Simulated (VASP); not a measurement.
# TiRh: relaxation of shape and atoms at fixed volume with LDA

TiRh:

```xyz
2
Lattice="2.8824 0.0000 0.0000 0.0000 2.8824 0.0000 0.0000 0.0000 3.3227" Properties=species:S:1:pos:R:3 pbc="T T T"
Ti    1.4412    1.4412    1.6613
Rh    0.0000    0.0000    0.0000
```

```
Program                : VASP 6.6.1
Task                   : relaxation of shape and atoms at fixed volume
Functional             : LDA
Potentials or basis    : VASP PAW LDA potentials, release 64 (Ti_sv, Rh_pv)
Cutoff                 : 600 eV
k mesh                 : 14 × 14 × 12
Occupations            : fermi-dirac, width 0.15 eV
Spin                   : no spin polarisation
Dipole correction      : no
Further INCAR settings : ALGO = Fast; EDIFF = 1e-06; IBRION = 2; EDIFFG = -0.001; NSW = 80; ISIF = 4
```

The energy gained by relaxing is 0.0 meV/atom, the ionic steps are 5 and the pressure after relaxing is 5.1 GPa. The band gap on the k mesh is zero (an odd number of electrons rules out a gap without spin polarisation).

Final structure:
```
CELL_PARAMETERS angstrom
2.88092 0.00000 0.00000
0.00000 2.88092 0.00000
0.00000 0.00000 3.32614
ATOMIC_POSITIONS crystal
Ti 0.50000 0.50000 0.50000
Rh 0.00000 0.00000 0.00000
```

Levels at points of the mesh, in eV from the Fermi level:
| k point | band 9 | band 10 | band 11 | band 12 | band 13 | band 14 | band 15 | band 16 | band 17 |
| --- | --- | --- | --- | --- | --- | --- | --- | --- | --- |
| (0.00, 0.00, 0.00) | -5.71 | -5.53 | -2.59 | -2.59 | -1.65 | 0.27 | 1.47 | 2.91 | 3.06 |
| (0.50, 0.00, 0.00) | -4.05 | -3.33 | -3.21 | -2.49 | -1.71 | -1.02 | -0.31 | 0.76 | 1.70 |
| (0.50, 0.50, 0.00) | -5.34 | -4.61 | -4.61 | -0.19 | 1.02 | 1.92 | 1.92 | 2.45 | 3.30 |
| (0.00, 0.00, 0.50) | -4.58 | -3.97 | -2.27 | -2.27 | -1.42 | -1.24 | -0.57 | 1.02 | 1.02 |
| (0.50, 0.00, 0.50) | -5.44 | -3.41 | -3.25 | -1.56 | 0.37 | 0.75 | 0.76 | 0.85 | 2.87 |
| (0.50, 0.50, 0.50) | -4.03 | -4.03 | -2.26 | -1.58 | -1.58 | -1.07 | -0.17 | 2.46 | 3.33 |

Wall time 2.1 min on 1 thread of Intel(R) Xeon(R) 6975P-C (Granite Rapids), on a shared host, peak memory 0.26 GiB.
